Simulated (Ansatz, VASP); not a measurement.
## Two plane-wave programs on Ca

```
CELL_PARAMETERS angstrom
-2.19044 2.19044 2.19044
2.19044 -2.19044 2.19044
2.19044 2.19044 -2.19044
ATOMIC_POSITIONS crystal
Ca 0.00000 0.00000 0.00000
```

Alike in both runs: functional PBE; k mesh 12 × 12 × 12; occupations gaussian, width 0.1 eV; no spin polarisation.

Ansatz relaxed the structure, and its values are those at the end. VASP's run is a single point on that final structure, the one shown.

|  | VASP | Ansatz |
| --- | --- | --- |
| version | VASP 6.6.1 | Ansatz 0.2.0 |
| potentials or method | VASP PAW PBE potentials, release 64 (Ca_sv), cutoff 520 eV | scalar-relativistic, plane waves, PAW |
| valence electrons in the cell | 10 | 10 |

|  | VASP | Ansatz | Ansatz less VASP |
| --- | --- | --- | --- |
| gap on the k mesh at the Fermi level (eV) | none | none | - |
| pressure (GPa) | 0.1 | 0.0 | -0.02 |

A gap of «none» marks a metal or a gap that the smearing closes. The functional is the same, so the differences come from potentials, cutoffs and numerics.
